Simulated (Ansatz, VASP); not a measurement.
# PbF2 in VASP and in Ansatz

```
CELL_PARAMETERS angstrom
0.00000 2.96044 2.96044
2.96044 0.00000 2.96044
2.96044 2.96044 0.00000
ATOMIC_POSITIONS crystal
Pb 0.00000 0.00000 0.00000
F 0.25000 0.25000 0.25000
F 0.75000 0.75000 0.75000
```

Alike in both runs: task single point; functional r2SCAN; k mesh 8 × 8 × 8; no spin polarisation.

|  | VASP | Ansatz |
| --- | --- | --- |
| version | VASP 6.6.1 | Ansatz 0.2.0 |
| potentials or method | VASP PAW PBE potentials, release 64 (Pb_d, F) | plane waves, PAW |
| plane-wave cutoff (eV) | 520 | 500 |
| occupations | gaussian, width 0.01 eV | fixed |
| valence electrons in the cell | 28 | 28 |

VASP gave:

```
gap on the k mesh at the Fermi level (eV) : 4.93
pressure (GPa)                            : -0.1
```

Task: Which values does Ansatz return?

Result: gap on the k mesh at the Fermi level (eV): 4.93; pressure (GPa): 0.0.

VASP's potentials were made for PBE, not for r2SCAN.

Neither program's run includes spin-orbit coupling.
